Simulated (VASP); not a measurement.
# Ru: single point with LDA

Ru:

```
Ru
1.0
     0.00000    2.67903    2.67903
     2.67903    0.00000    2.67903
     2.67903    2.67903    0.00000
Ru
2
Direct
  0.00000 0.00000 0.00000
  0.25000 0.25000 0.25000
```

```yaml
Program: VASP 6.6.1
Task: single point
Functional: LDA
Potentials_or_basis: VASP PAW LDA potentials, release 64 (Ru_pv)
Cutoff: 520 eV
k_mesh: 9 × 9 × 9
Occupations: fermi-dirac, width 0.136057 eV
Spin: no spin polarisation
Dipole_correction: no
Further_INCAR_settings: ALGO = Normal; EDIFF = 1e-06; NBANDS = 21
```

The pressure is 0.8 GPa and the band gap on the k mesh is zero (band 14 reaches 7.72 eV, above the bottom of band 15 at 6.95 eV).

Levels at points of the mesh, in eV from the Fermi level:
```csv
k point,band 11,band 12,band 13,band 14,band 15,band 16,band 17,band 18
"(0.00, 0.00, 0.00)",-3.38,-3.38,-0.52,-0.52,-0.52,2.03,2.03,10.40
```

Wall time 12 s on 1 thread of AMD EPYC 9R45 96-Core Processor (Zen 5), on a shared host, peak memory 0.12 GiB.
